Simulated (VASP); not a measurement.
Set up this calculation in VASP 6.6.1, as the native input.

- Task: single point
- Functional: LDA
- Potentials or basis: VASP PAW LDA potentials, release 64 (Al)
- Cutoff: 520 eV
- k mesh: 18 × 18 × 10
- Occupations: gaussian, width 0.15 eV
- Spin: no spin polarisation
- Dipole correction: no
- Further INCAR settings: ALGO = Normal; EDIFF = 1e-06; NBANDS = 10

The structure of Al lies in POSCAR:

```
Al
1.0
    2.9986000000      0.0000000000      0.0000000000
   -1.4993000000      2.5968637758      0.0000000000
    0.0000000000      0.0000000000      5.0611000000
Al
2
Direct
    0.6666666667      0.3333333333      0.7500000000
    0.3333333333      0.6666666667      0.2500000000
```

These files were run (other wordings do the same):

INCAR

```
SYSTEM = Al
PREC = Accurate ; ENCUT = 520
EDIFF = 1E-6 ; ISMEAR = 0
SIGMA = 0.15 ; LREAL = .False.
LASPH = .True. ; NELM = 100
ALGO = Normal ; ISIF = 2
LWAVE = .False. ; LCHARG = .False.
GGA = CA ; NBANDS = 10
```

KPOINTS

```
regular mesh
0
Gamma
  18 18 10
  0 0 0
```

Potentials or basis: VASP PAW LDA potentials, release 64 (Al).

Run with:

```console
$ cat potpaw_LDA.64/Al/POTCAR > POTCAR
$ mpirun -np 1 vasp_std > vasp.out
```

Results of the run:

```yaml
Pressure: -10.3 GPa
Band_gap_on_the_k_mesh: zero (band 3 reaches 9.58 eV, above the bottom of band 4 at 3.12 eV)
```

It took 26 s on 1 thread of Intel Xeon 6975P-C, with other jobs on the host, peak memory 0.19 GiB.
